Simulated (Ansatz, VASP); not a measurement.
**Be2Co in VASP and in Ansatz**

```
CELL_PARAMETERS angstrom
0.00000 0.00000 -2.39077
1.75037 -3.03173 0.00000
-5.25112 -3.03173 0.00000
ATOMIC_POSITIONS crystal
Be 0.50000 0.50000 0.83333
Be 0.50000 0.00000 0.33333
Be 0.50000 0.00000 0.66667
Be 0.50000 0.50000 0.16667
Co 0.00000 0.50000 0.50000
Co 0.00000 0.00000 0.00000
```

Alike in both runs: task single point; functional PBE; k mesh 8 × 6 × 4; occupations gaussian, width 0.2 eV; no spin polarisation.

|  | VASP | Ansatz |
| --- | --- | --- |
| version | VASP 6.6.1 | Ansatz 0.2.0 |
| potentials or method | VASP PAW PBE potentials, release 64 (Be, Co), cutoff 520 eV | scalar-relativistic, plane waves, PAW |
| valence electrons in the cell | 26 | 42 |

Ansatz gave:

| Quantity | Value |
| --- | --- |
| gap on the k mesh at the Fermi level (eV) | none |
| pressure (GPa) | 0.0 |
| traceless stress, the component that is largest in VASP (GPa) | -0.22 |

Question: What did VASP give for the same quantities?

Answer: gap on the k mesh at the Fermi level (eV): none; pressure (GPa): 0.0; traceless stress, the component that is largest in VASP (GPa): -0.23.

A gap of «none» marks a metal or a gap that the smearing closes. With one functional, cell and mesh, what is left measures potentials, basis and numerics. VASP's potentials hold 26 valence electrons a cell and Ansatz's 42, so a difference there can come from the potentials and not from the codes.
